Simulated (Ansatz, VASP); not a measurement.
## Two plane-wave programs on AlN

The input INCAR:

```
  PREC = Accurate
  ENCUT = 520
  EDIFF = 1E-7
  ISMEAR = 0
  SIGMA = 0.05
  LREAL = False
  LASPH = True
  NELM = 80
  ALGO = Normal
  ISIF = 2
  LWAVE = False
  LCHARG = False
  GGA = PS
  NBANDS = 16
```

Contents of KPOINTS:

```
Automatic mesh
0
Gamma
  9 9 6
```

Contents of POSCAR:

```
AlN
1.0
    3.2818000000      0.0000000000      0.0000000000
   -1.6409000000      2.8421221701      0.0000000000
    0.0000000000      0.0000000000      4.3069000000
Al N
2 2
Direct
    0.3333333333      0.6666666667      0.7500000000
    0.6666666667      0.3333333333      0.2500000000
    0.3333333333      0.6666666667      0.2500000000
    0.6666666667      0.3333333333      0.7500000000
```

Input for Ansatz:

```yaml
crystal:
  lattice:
    - [3.2818, 0.0, 0.0]
    - [-1.6409, 2.8421221701, 0.0]
    - [0.0, 0.0, 4.3069]
  atoms:
    - { symbol: Al, position: [0.3333333333, 0.6666666667, 0.75] }
    - { symbol: Al, position: [0.6666666667, 0.3333333333, 0.25] }
    - { symbol: "N", position: [0.3333333333, 0.6666666667, 0.25] }
    - { symbol: "N", position: [0.6666666667, 0.3333333333, 0.75] }
basis:
  ecutwfc: 520.0
kpoints:
  mp_grid: { grid: [9, 9, 6] }
hamiltonian:
  xc: pbesol
scf:
  occupations: { method: gaussian, width: 0.05 }
output:
  forces: true
  stress: true
  eigenvalues: true
```

Alike in both runs: task single point; functional PBEsol; k mesh 9 × 9 × 6; occupations gaussian, width 0.05 eV; no spin polarisation.

|  | VASP | Ansatz |
| --- | --- | --- |
| version | VASP 6.6.1 | Ansatz 0.2.0 |
| potentials or method | VASP PAW PBE potentials, release 64 (Al, N), cutoff 520 eV | scalar-relativistic, plane waves, PAW |
| valence electrons in the cell | 16 | 16 |

Ansatz gave:

| Quantity | Value |
| --- | --- |
| gap on the k mesh at the Fermi level (eV) | 3.01 |
| least direct gap on the mesh (eV) | 3.01 |
| pressure (GPa) | -3.9 |
| traceless stress, the component that is largest in VASP (GPa) | -4.36 |

Q: Which values does VASP return?

A: gap on the k mesh at the Fermi level (eV): 3.02; least direct gap on the mesh (eV): 3.02; pressure (GPa): -4.0; traceless stress, the component that is largest in VASP (GPa): -4.42.

VASP's potentials were made for PBE, not for PBEsol. The functional is the same, so the differences come from potentials, cutoffs and numerics.
